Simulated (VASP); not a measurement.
Write the native input for VASP 6.6.1 that does the following.

```yaml
Task: single point
Functional: PBE
Potentials_or_basis: VASP PAW PBE potentials, release 64 (Zn, H)
Cutoff: 520 eV
k_mesh: 3 × 2 × 3
Occupations: fermi-dirac, width 0.05 eV
Spin: no spin polarisation
Dipole_correction: no
Further_INCAR_settings: ALGO = Normal; EDIFF = 1e-06; NBANDS = 84
```

The structure of Zn12H (a cell with a defect) lies in POSCAR:

```
Zn12H
1.0
    5.3200000000      0.0000000000      0.0000000000
   -3.9900000000      6.9108830000      0.0000000000
    0.0000000000      0.0000000000      4.9369600000
Zn H
12 1
Direct
    0.0246995059     -0.0373179520     -0.0263319938
    0.2579569095      0.2814112176      0.5988300493
   -0.1172173515      0.2266425289      0.0460809891
    0.1548365894      0.5680026706      0.4083079466
   -0.0911460471      0.5495245687     -0.1701249352
    0.2260026978      0.9601088602      0.4757178507
    0.4896363979     -0.0989309181      0.0717648107
    0.7299648999      0.2572464329      0.5296376718
    0.4629711661      0.2549891237      0.0699823373
    0.6790557003      0.6473123623      0.4428028584
    0.4213183713      0.6000535677     -0.0699620819
    0.6303486658      0.9305902010      0.5579344374
   -0.3448961584      0.5102387061      0.1207220638
```

One way to write it, as run:

INCAR

```
ALGO = Normal
EDIFF = 1E-6
ENCUT = 520
GGA = PE
ISIF = 2
ISMEAR = -1
LASPH = True
LCHARG = False
LREAL = False
LWAVE = False
NBANDS = 84
NELM = 80
PREC = Accurate
SIGMA = 0.05
```

KPOINTS

```
k-points
0
Gamma
  3 2 3
```

Potentials or basis: VASP PAW PBE potentials, release 64 (Zn, H).

Launch:

```sh
$ cat potpaw_PBE.64/Zn/POTCAR potpaw_PBE.64/H/POTCAR > POTCAR
$ mpirun -np 1 vasp_std > vasp.out
```

Results of the run:

```yaml
Pressure: 8.9 GPa
Largest_force: 2.091 eV/Å
```

Caveat: the k points lie up to 0.45 Å⁻¹ apart.

It took 110 s on 1 thread of Intel(R) Xeon(R) 6975P-C (Granite Rapids) (shared host), peak memory 0.34 GiB.
